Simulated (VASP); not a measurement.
Write the native input for VASP 6.6.1 that does the following.

- Task: relaxation of cell and atoms
- Functional: BLYP
- Potentials or basis: VASP PAW PBE potentials, release 64 (Mn_pv)
- Cutoff: 600 eV
- k mesh: 6 × 6 × 6
- Occupations: fermi-dirac, width 0.1 eV
- Spin: no spin polarisation
- Dipole correction: no
- Further INCAR settings: ALGO = Normal; EDIFF = 1e-06; IBRION = 2; EDIFFG = -0.01; NSW = 80; ISIF = 3

The structure of Mn lies in POSCAR:

```
Mn
1.0
    4.5467736727      0.0000000000      0.0000000000
    0.0000000000      4.5467736727      0.0000000000
    0.0000000000      0.0000000000      4.5467736727
Mn
8
Direct
    0.0000000000      0.0000000000      0.0000000000
    0.5000000000      0.5000000000      0.5000000000
    0.2500000000      0.0000000000      0.5000000000
    0.7500000000      0.0000000000      0.5000000000
    0.5000000000      0.2500000000      0.0000000000
    0.5000000000      0.7500000000      0.0000000000
    0.0000000000      0.5000000000      0.2500000000
    0.0000000000      0.5000000000      0.7500000000
```

One way to write it, as run:

INCAR

```
SYSTEM = Mn
PREC = Accurate
ENCUT = 600
EDIFF = 1E-6
ISMEAR = -1
SIGMA = 0.1
LREAL = .FALSE.
LASPH = .TRUE.
NELM = 100
ALGO = Normal
ISIF = 3
LWAVE = .FALSE.
LCHARG = .FALSE.
GGA = B5
ALDAX = 1.0
AGGAX = 1.0
AGGAC = 1.0
ALDAC = 0.0
IBRION = 2
NSW = 80
EDIFFG = -0.01
```

KPOINTS

```
Automatic mesh
0
G
  6 6 6
  0 0 0
```

Potentials or basis: VASP PAW PBE potentials, release 64 (Mn_pv).

Launch:

```console
$ cat potpaw_PBE.64/Mn_pv/POTCAR > POTCAR
$ mpirun -np 1 vasp_std > vasp.out
```

Results of the run:

```yaml
Relaxed_volume: 11.20 Å³/atom
Relaxed_cell: a = 4.475 Å, b = 4.475 Å, c = 4.475 Å, α = 90.00°, β = 90.00°, γ = 90.00°
Space_group_after_relaxing_to_0.1_Å: Pm-3n (No. 223)
Energy_gained_by_relaxing: 19.1 meV/atom
Ionic_steps: 4
Pressure_after_relaxing: 0.0 GPa
Band_gap_on_the_k_mesh: zero (bands 52 and 53 overlap by 0.27 eV)
```

Caveat: the PAW data sets were made with another functional, which shifts forces and pressure a little; the run has no spin polarisation, though such a crystal can be magnetic.

It took 7.4 min on 1 thread of Intel(R) Xeon(R) Platinum 8488C (Sapphire Rapids), with other jobs on the host, peak memory 0.27 GiB.
